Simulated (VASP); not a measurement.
# ZnSnN2 (P-4m2) in VASP: notebook

Aim: see how the results for ZnSnN2 move with the level of theory and the settings. Levels: PBE, LDA, r2SCAN. Tasks: single point.

All numbers are computed with VASP 6.6.1; they aren't measurements. Logs are shortened: lines on timing, memory, paths and dates and some standing lists are left out, and cuts for length are marked.

## 1. The cell of the first run

Symmetry: P-4m2, No. 115, tetragonal system. The conventional cell has a = 3.382 Å, b = 3.382 Å, c = 4.700 Å, α = 90.00°, β = 90.00°, γ = 90.00°. Within 2.7 Å of Zn (site symmetry -4m2) lie 4 N at 2.05 Å. Within 2.7 Å of N (site symmetry 2mm) lie 2 Zn at 2.05 Å and 2 Sn at 2.07 Å. Within 2.7 Å of Sn (site symmetry -4m2) lie 4 N at 2.07 Å.

## 2. Single point, PBE

INCAR reads:

```
  PREC = Accurate
  ENCUT = 520
  EDIFF = 1E-6
  ISMEAR = -1
  SIGMA = 0.02
  LREAL = F
  LASPH = T
  NELM = 60
  ALGO = Normal
  ISIF = 2
  LWAVE = F
  LCHARG = F
  GGA = PE
  NBANDS = 26
```

KPOINTS reads:

```
regular mesh
0
Gamma
  8 8 6
```

POSCAR reads:

```
ZnSnN2
1.0
    3.3820201404      0.0000000000      0.0000000000
    0.0000000000      3.3820201404      0.0000000000
    0.0000000000      0.0000000000      4.6996405255
Zn N Sn
1 2 1
Direct
    0.0000000000      0.0000000000      0.0000000000
    0.0000000000      0.5000000000      0.2448435878
    0.5000000000      0.0000000000      0.7551564122
    0.5000000000      0.5000000000      0.5000000000
```

Potentials or basis: VASP PAW PBE potentials, release 64 (Zn, N, Sn_d).

Launch:

```console
$ cat potpaw_PBE.64/Zn/POTCAR potpaw_PBE.64/N/POTCAR potpaw_PBE.64/Sn_d/POTCAR > POTCAR
$ mpirun -np 1 vasp_std > vasp.out
```

OUTCAR:

```text
PREC = Accurate
   ENCUT = 520
   EDIFF = 1E-6
   ISMEAR = -1
   LREAL = F
   LASPH = T
   NELM = 60
   ISIF = 2
   GGA = PE

 ion  position               nearest neighbor table
   1  0.000  0.000  0.000-   2 2.05   3 2.05   2 2.05   3 2.05   4 3.35   4 3.35   4 3.35   4 3.35
                             4 3.35   4 3.35   4 3.35   4 3.35
   2  0.000  0.500  0.245-   1 2.05   1 2.05   4 2.07   4 2.07
   3  0.500  0.000  0.755-   1 2.05   1 2.05   4 2.07   4 2.07
   4  0.500  0.500  0.500-   2 2.07   3 2.07   3 2.07   2 2.07   1 3.35   1 3.35   1 3.35   1 3.35
                             1 3.35   1 3.35   1 3.35   1 3.35

  LATTYP: Found a simple tetragonal cell.
 ALAT       =     3.3820201404
 C/A-ratio  =     1.3895956648

  Lattice vectors:

 A1 = (   3.3820201404,   0.0000000000,   0.0000000000)
 A2 = (   0.0000000000,   3.3820201404,   0.0000000000)
 A3 = (   0.0000000000,   0.0000000000,   4.6996405255)

Analysis of symmetry for initial positions (statically):
=====================================================================
 Subroutine PRICEL returns:
 Original cell was already a primitive cell.

 Routine SETGRP: Setting up the symmetry group for a
 simple tetragonal supercell.

 Subroutine GETGRP returns: Found  8 space group operations
 (whereof  8 operations were pure point group operations)
 out of a pool of 16 trial point group operations.

The static configuration has the point symmetry D_2d.

Analysis of symmetry for dynamics (positions and initial velocities):
=====================================================================
 Subroutine PRICEL returns:
 Original cell was already a primitive cell.

 Routine SETGRP: Setting up the symmetry group for a
 simple tetragonal supercell.

 Subroutine GETGRP returns: Found  8 space group operations
 (whereof  8 operations were pure point group operations)
 out of a pool of 16 trial point group operations.

The dynamic configuration has the point symmetry D_2d.

 Subroutine INISYM returns: Found  8 space group operations
 (whereof  8 operations are pure point group operations),
 and found     1 'primitive' translations

----------------------------------------------------------------------------------------

                                     Primitive cell

  volume of cell :      53.7548

  direct lattice vectors                    reciprocal lattice vectors
[... 85 lines left out ...]
   ISPIN  =      1    spin polarized calculation?
   LNONCOLLINEAR =      F non collinear calculations
   LSORBIT =      F    spin-orbit coupling
   LASPH  =      T    aspherical Exc in radial PAW
   ENCUT  =  520.0 eV  38.22 Ry    6.18 a.u.   6.29  6.29  8.74*2*pi/ulx,y,z
   NELM   =     60;   NELMIN=  2; NELMDL= -5     # of ELM steps
   EDIFF  = 0.1E-05   stopping-criterion for ELM
   LREAL  =      F    real-space projection
   EDIFFG = 0.1E-04   stopping-criterion for IOM
   NSW    =      0    number of steps for IOM
   IBRION =     -1    ionic relax: 0-MD 1-quasi-New 2-CG
   NFREE  =      0    steps in history (QN), initial steepest desc. (CG)
   ISIF   =      2    stress and relaxation
   ISYM   =      2    0-nonsym 1-usesym 2-fastsym
   POTIM  = 0.5000    time-step for ionic-motion
   TEBEG  =    0.0;   TEEND  =   0.0 temperature during run
   PSTRESS=    0.0 pullay stress
   NELECT =      36.0000    total number of electrons
   NUPDOWN=      -1.0000    fix difference up-down
   EMIN   =  10.00;   EMAX   =-10.00  energy-range for DOS
   EFERMI =   0.00;   METHOD = LEGACY
   ISMEAR =    -1;   SIGMA  =   0.02  broadening in eV -4-tet -1-fermi 0-gaus
   EFERMI_NEDOS =   21; number of points for ismear=-14 and -15
   IALGO  =     38    algorithm
   IMIX   =      4    mixing-type and parameters
     AMIX     =   0.40;   BMIX     =  1.00
     AMIX_MAG =   1.60;   BMIX_MAG =  1.00
  volume/ion in A,a.u.               =      13.44        90.69
  Fermi-wavevector in a.u.,A,eV,Ry     =   1.432309  2.706671 27.912467  2.051508
  Thomas-Fermi vector in A             =   2.551950
   LORBIT       =      0    0 simple, 1 ext, 2 COOP (PROOUT), +10 PAW based schemes
   GGA     = PE    functional components
   LHFCALC =     F    Hartree Fock is set to
   AEXX    =    0.0000 exact exchange contribution
   IVDW    =     0    specifies the selected vdW correction
   LEPSILON=     F    determine dielectric tensor
   LRPA    =     F    only Hartree local field effects (RPA)
 non-spin polarized calculation
  energy-cutoff  :      520.00
  volume of cell :       53.75
 maximum number of plane-waves:      1465
 NGX is ok and might be reduce to    28
   NGX = 13   NGY = 13   NGZ = 17

 number of electron      35.9999979 magnetization

 Free energy of the ion-electron system (eV)
  ---------------------------------------------------
  ext. energy  EPLUGINS =         0.00000000
  ---------------------------------------------------
  free energy    TOTEN  =       -21.37359741 eV

  energy without entropy =      -21.37332972  energy(sigma->0) =      -21.37346357

 E-fermi :   5.4836     XC(G=0): -11.0918

 val. band max:        5.4714765141   @ k =   0.0000   0.0000   0.0000
 cond. band min:       6.5822086181   @ k =   0.1250   0.0000   0.0000
 fundamental gap:      1.1107321040
 Fermi energy:         5.4836286599

 k-point     1 :       0.0000    0.0000    0.0000
  band No.  band energies     occupation
      1     -15.6891      2.00000
      2     -15.3988      2.00000
      3     -15.3988      2.00000
      4     -15.3679      2.00000
      5     -15.2331      2.00000
      6     -10.2257      2.00000
[... 685 lines left out ...]
     25      15.4640      0.00000
     26      16.6521      0.00000

 [... further k-points ...]
[... 5 lines left out ...]
  --------------------------------------------------------------------------------------
  -------------------------------------------------------------------------------------
  Total        1.7244054      1.7244054      1.7352448      0.0000000      0.0000000      0.0000000
  in kB       51.3964278     51.3964278     51.7194987      0.0000000      0.0000000      0.0000000
  external PRESSURE =      51.5041181 kB  Pullay stress =       0.0000000 kB

 VOLUME and BASIS-vectors are now :
 -----------------------------------------------------------------------------
  energy-cutoff  :      520.00
  volume of cell :       53.75
      direct lattice vectors                 reciprocal lattice vectors
     3.382020140  0.000000000  0.000000000     0.295681267  0.000000000  0.000000000
     0.000000000  3.382020140  0.000000000     0.000000000  0.295681267  0.000000000
     0.000000000  0.000000000  4.699640526     0.000000000  0.000000000  0.212782232

 POSITION                                       TOTAL-FORCE (eV/Angst)
 -----------------------------------------------------------------------------------
      0.00000      0.00000      0.00000         0.000000      0.000000      0.000000
      0.00000      1.69101      1.15068         0.000000      0.000000     -0.137618
      1.69101      0.00000      3.54896         0.000000      0.000000      0.137618
      1.69101      1.69101      2.34982         0.000000     -0.000000      0.000000
 -----------------------------------------------------------------------------------
    total drift:                                0.000000      0.000000      0.000000

  FREE ENERGIE OF THE ION-ELECTRON SYSTEM (eV)
  ---------------------------------------------------
  free  energy   TOTEN  =       -21.3735974143 eV

  energy  without entropy=      -21.3733297250  energy(sigma->0) =      -21.37346357
```

Run time: 73 s. Hardware: 1 thread of Intel Xeon Platinum 8375C at 2.90GHz (Ice Lake), shared host; peak memory 0.23 GiB.

Results:

- Free energy: -21.3736 eV
- Pressure: 5.2 GPa
- Largest force: 0.138 eV/Å

Forces on the atoms (eV/Å):
```
Zn   0.000  0.000  0.000
N    0.000  0.000 -0.138
N    0.000  0.000  0.138
Sn   0.000  0.000  0.000
```

Caveat: spin-orbit coupling is left out, which moves the levels of the heavy elements.

## 3. Single point, LDA

INCAR reads:

```
PREC = Accurate ; ENCUT = 520
EDIFF = 1E-7 ; ISMEAR = -1
SIGMA = 0.02 ; LREAL = False
LASPH = True ; NELM = 60
ALGO = Normal ; ISIF = 2
LWAVE = False ; LCHARG = False
NBANDS = 26
```

KPOINTS reads:

```
Automatic mesh
0
Gamma
  8 8 6
```

POSCAR is that of step 2.

Potentials or basis: VASP PAW LDA potentials, release 64 (Zn, N, Sn_d).

Launch:

```console
$ cat potpaw_LDA.64/Zn/POTCAR potpaw_LDA.64/N/POTCAR potpaw_LDA.64/Sn_d/POTCAR > POTCAR
$ mpirun -np 1 vasp_std > vasp.out
```

Run time: 81 s. Hardware: 1 thread of Intel Xeon Platinum 8375C at 2.90GHz (Ice Lake), shared host; peak memory 0.21 GiB.

Results (log left out):

```
Free energy   : -24.7943 eV
Pressure      : -4.5 GPa
Largest force : 0.150 eV/Å
```

Forces in eV/Å, atoms in the order of the input:
```
Zn   0.000  0.000  0.000
N    0.000  0.000 -0.150
N    0.000  0.000  0.150
Sn   0.000  0.000  0.000
```

Stress tensor (GPa, compression positive):
```
-4.51  0.00  0.00
 0.00 -4.51  0.00
 0.00  0.00 -4.34
```

Levels at points of the mesh, in eV from the Fermi level:
| k point | band 15 | band 16 | band 17 | band 18 | band 19 | band 20 | band 21 | band 22 |
| --- | --- | --- | --- | --- | --- | --- | --- | --- |
| (0.00, 0.00, 0.00) | -3.03 | -0.04 | -0.03 | -0.03 | -0.01 | 2.56 | 5.93 | 8.84 |
| (0.50, 0.00, 0.00) | -3.10 | -2.77 | -1.79 | -0.60 | 3.71 | 5.45 | 5.94 | 7.08 |
| (0.50, 0.50, 0.00) | -3.52 | -2.63 | -2.63 | -1.97 | 2.71 | 2.71 | 4.91 | 7.01 |
| (0.00, 0.00, 0.50) | -2.16 | -2.16 | -1.01 | -1.01 | 2.71 | 3.20 | 6.61 | 7.00 |
| (0.50, 0.00, 0.50) | -1.79 | -1.22 | -0.71 | -0.53 | 2.41 | 4.09 | 6.74 | 7.13 |
| (0.50, 0.50, 0.50) | -3.64 | -3.64 | -3.41 | -2.92 | 5.14 | 5.14 | 5.66 | 8.42 |

Caveat: spin-orbit coupling is left out, which moves the levels of the heavy elements.

## 4. Single point, PBE

This run uses another cell than the first one, of 13.88 Å³/atom, 1.033 times its volume.

INCAR reads:

```
PREC     = Accurate       # precision mode
ENCUT    = 520            # plane-wave cutoff, eV
EDIFF    = 1E-6           # SCF threshold, eV
ISMEAR   = -1             # smearing method
SIGMA    = 0.02           # smearing width, eV
LREAL    = F              # projectors in reciprocal space
LASPH    = T              # aspherical terms in the spheres
NELM     = 100            # most SCF steps
ALGO     = Normal         # electronic algorithm
ISIF     = 2              # what is computed and relaxed
LWAVE    = F              # write WAVECAR
LCHARG   = F              # write CHGCAR
GGA      = PE             # functional
NBANDS   = 26             # bands
```

KPOINTS reads:

```
regular mesh
0
Gamma
  8 8 6
```

POSCAR reads:

```
ZnSnN2
1.0
    3.4136646627      0.0000000000      0.0000000000
    0.0000000000      3.4136646627      0.0000000000
    0.0000000000      0.0000000000      4.7642197789
Zn N Sn
1 2 1
Direct
    0.0000000000      0.0000000000      0.0000000000
    0.0000000000      0.5000000000      0.2443005681
    0.5000000000      0.0000000000      0.7556994319
    0.5000000000      0.5000000000      0.5000000000
```

Potentials or basis: VASP PAW PBE potentials, release 64 (Zn, N, Sn_d).

Launch:

```console
$ cat potpaw_PBE.64/Zn/POTCAR potpaw_PBE.64/N/POTCAR potpaw_PBE.64/Sn_d/POTCAR > POTCAR
$ mpirun -np 1 vasp_std > vasp.out
```

OUTCAR:

```text
PREC = Accurate
   ENCUT = 520
   EDIFF = 1E-6
   ISMEAR = -1
   LREAL = F
   LASPH = T
   NELM = 100
   ISIF = 2
   GGA = PE

 ion  position               nearest neighbor table
   1  0.000  0.000  0.000-   2 2.07   3 2.07   2 2.07   3 2.07   4 3.39   4 3.39   4 3.39   4 3.39
                             4 3.39   4 3.39   4 3.39   4 3.39
   2  0.000  0.500  0.244-   1 2.07   1 2.07   4 2.10   4 2.10
   3  0.500  0.000  0.756-   1 2.07   1 2.07   4 2.10   4 2.10
   4  0.500  0.500  0.500-   2 2.10   3 2.10   3 2.10   2 2.10   1 3.39   1 3.39   1 3.39   1 3.39
                             1 3.39   1 3.39   1 3.39   1 3.39

  LATTYP: Found a simple tetragonal cell.
 ALAT       =     3.4136646627
 C/A-ratio  =     1.3956320405

  Lattice vectors:

 A1 = (   3.4136646627,   0.0000000000,   0.0000000000)
 A2 = (   0.0000000000,   3.4136646627,   0.0000000000)
 A3 = (   0.0000000000,   0.0000000000,   4.7642197789)

Analysis of symmetry for initial positions (statically):
=====================================================================
 Subroutine PRICEL returns:
 Original cell was already a primitive cell.

 Routine SETGRP: Setting up the symmetry group for a
 simple tetragonal supercell.

 Subroutine GETGRP returns: Found  8 space group operations
 (whereof  8 operations were pure point group operations)
 out of a pool of 16 trial point group operations.

The static configuration has the point symmetry D_2d.

Analysis of symmetry for dynamics (positions and initial velocities):
=====================================================================
 Subroutine PRICEL returns:
 Original cell was already a primitive cell.

 Routine SETGRP: Setting up the symmetry group for a
 simple tetragonal supercell.

 Subroutine GETGRP returns: Found  8 space group operations
 (whereof  8 operations were pure point group operations)
 out of a pool of 16 trial point group operations.

The dynamic configuration has the point symmetry D_2d.
[... 115 lines left out ...]
   NUPDOWN=      -1.0000    fix difference up-down
   EMIN   =  10.00;   EMAX   =-10.00  energy-range for DOS
   EFERMI =   0.00;   METHOD = LEGACY
   ISMEAR =    -1;   SIGMA  =   0.02  broadening in eV -4-tet -1-fermi 0-gaus
   EFERMI_NEDOS =   21; number of points for ismear=-14 and -15
   IALGO  =     38    algorithm
   IMIX   =      4    mixing-type and parameters
     AMIX     =   0.40;   BMIX     =  1.00
     AMIX_MAG =   1.60;   BMIX_MAG =  1.00
  volume/ion in A,a.u.               =      13.88        93.66
  Fermi-wavevector in a.u.,A,eV,Ry     =   1.416983  2.677709 27.318315  2.007840
  Thomas-Fermi vector in A             =   2.538260
   LORBIT       =      0    0 simple, 1 ext, 2 COOP (PROOUT), +10 PAW based schemes
   GGA     = PE    functional components
   LHFCALC =     F    Hartree Fock is set to
   AEXX    =    0.0000 exact exchange contribution
   IVDW    =     0    specifies the selected vdW correction
   LEPSILON=     F    determine dielectric tensor
   LRPA    =     F    only Hartree local field effects (RPA)
 non-spin polarized calculation
  energy-cutoff  :      520.00
  volume of cell :       55.52
 maximum number of plane-waves:      1512
 NGX is ok and might be reduce to    28
   NGX = 13   NGY = 13   NGZ = 17

 number of electron      36.0000009 magnetization

 Free energy of the ion-electron system (eV)
  ---------------------------------------------------
  ext. energy  EPLUGINS =         0.00000000
  ---------------------------------------------------
  free energy    TOTEN  =       -21.40445172 eV

  energy without entropy =      -21.40418465  energy(sigma->0) =      -21.40431819

 E-fermi :   5.1175     XC(G=0): -10.9273

 val. band max:        5.1021439964   @ k =   0.0000   0.0000   0.0000
 cond. band min:       6.1433187477   @ k =   0.1250   0.0000   0.0000
 fundamental gap:      1.0411747513
 Fermi energy:         5.1174972514

 k-point     1 :       0.0000    0.0000    0.0000
  band No.  band energies     occupation
      1     -15.9961      2.00000
      2     -15.7388      2.00000
      3     -15.7388      2.00000
      4     -15.7129      2.00000
      5     -15.5927      2.00000
      6     -10.3167      2.00000
[... 685 lines left out ...]
     25      14.9064      0.00000
     26      16.1540      0.00000

 [... further k-points ...]
[... 5 lines left out ...]
  --------------------------------------------------------------------------------------
  -------------------------------------------------------------------------------------
  Total        0.1047001      0.1047001      0.0937125      0.0000000      0.0000000      0.0000000
  in kB        3.0215122      3.0215122      2.7044234      0.0000000      0.0000000      0.0000000
  external PRESSURE =       2.9158159 kB  Pullay stress =       0.0000000 kB

 VOLUME and BASIS-vectors are now :
 -----------------------------------------------------------------------------
  energy-cutoff  :      520.00
  volume of cell :       55.52
      direct lattice vectors                 reciprocal lattice vectors
     3.413664663  0.000000000  0.000000000     0.292940315  0.000000000  0.000000000
     0.000000000  3.413664663  0.000000000     0.000000000  0.292940315  0.000000000
     0.000000000  0.000000000  4.764219779     0.000000000  0.000000000  0.209897957

 POSITION                                       TOTAL-FORCE (eV/Angst)
 -----------------------------------------------------------------------------------
      0.00000      0.00000      0.00000        -0.000000     -0.000000      0.000000
      0.00000      1.70683      1.16390         0.000000     -0.000000      0.015955
      1.70683      0.00000      3.60032         0.000000     -0.000000     -0.015955
      1.70683      1.70683      2.38211         0.000000      0.000000      0.000000
 -----------------------------------------------------------------------------------
    total drift:                                0.000000      0.000000      0.000000

  FREE ENERGIE OF THE ION-ELECTRON SYSTEM (eV)
  ---------------------------------------------------
  free  energy   TOTEN  =       -21.4044517215 eV

  energy  without entropy=      -21.4041846503  energy(sigma->0) =      -21.40431819
```

stdout:

```text
POSCAR found type information on POSCAR ZnN Sn
 POSCAR found :  3 types and       4 ions
 scaLAPACK will be used
 LDA part: xc-table for (Slater+PW92), standard interpolation
 POSCAR, INCAR and KPOINTS ok, starting setup
 FFT: planning ... GRIDC
 FFT: planning ... GRID_SOFT
 FFT: planning ... GRID
 WAVECAR not read
 entering main loop
```

Run time: 73 s. Hardware: 1 thread of Intel Xeon Platinum 8375C at 2.90GHz (Ice Lake), shared host; peak memory 0.23 GiB.

What came out:

* Free energy: -21.4045 eV
* Pressure: 0.3 GPa
* Largest force: 0.016 eV/Å
* Band gap on the k mesh: zero (filled and empty bands touch)

Forces in eV/Å, atoms in the order of the input:
```
Zn   0.000  0.000  0.000
N    0.000  0.000  0.016
N    0.000  0.000 -0.016
Sn   0.000  0.000  0.000
```

Caveat: spin-orbit coupling is left out, which moves the levels of the heavy elements.

(Continued in part 2 of 3.)
